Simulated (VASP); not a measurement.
Write the native input for VASP 6.6.1 that does the following.

```yaml
Task: single point
Functional: PBEsol
Potentials_or_basis: VASP PAW PBE potentials, release 64 (Rb_sv, Br)
Cutoff: 520 eV
k_mesh: 7 × 7 × 7
Occupations: fermi-dirac, width 0.05 eV
Spin: no spin polarisation
Dipole_correction: no
Further_INCAR_settings: ALGO = Normal; EDIFF = 1e-06; NBANDS = 15
```

The structure of RbBr lies in POSCAR:

```
RbBr
1.0
    0.0000000000      2.8578574447      2.8578574447
    2.8578574447      0.0000000000      2.8578574447
    2.8578574447      2.8578574447      0.0000000000
Rb Br
1 1
Direct
    0.0000000000      0.0000000000      0.0000000000
    0.5000000000      0.5000000000      0.5000000000
```

The input as run:

INCAR

```
SYSTEM = RbBr
PREC = Accurate
ENCUT = 520
EDIFF = 1E-6
ISMEAR = -1
SIGMA = 0.05
LREAL = .False.
LASPH = .True.
NELM = 80
ALGO = Normal
ISIF = 2
LWAVE = .False.
LCHARG = .False.
GGA = PS
NBANDS = 15
```

KPOINTS

```
regular mesh
0
Gamma
  7 7 7
  0 0 0
```

Potentials or basis: VASP PAW PBE potentials, release 64 (Rb_sv, Br).

Command:

```console
$ cat potpaw_PBE.64/Rb_sv/POTCAR potpaw_PBE.64/Br/POTCAR > POTCAR
$ mpirun -np 1 vasp_std > vasp.out
```

Results of the run:

```
Pressure               : 30.4 GPa
Band gap on the k mesh : 3.98 eV
```

Caveat: the cell stands under pressure; the PAW data sets were made with another functional, which shifts forces and pressure a little; an odd mesh through Γ misses points on the zone boundary, where band edges can lie.

Wall time 7.6 s on 1 thread of AMD EPYC 9R45 96-Core Processor (Zen 5), on a shared host, peak memory 0.14 GiB.
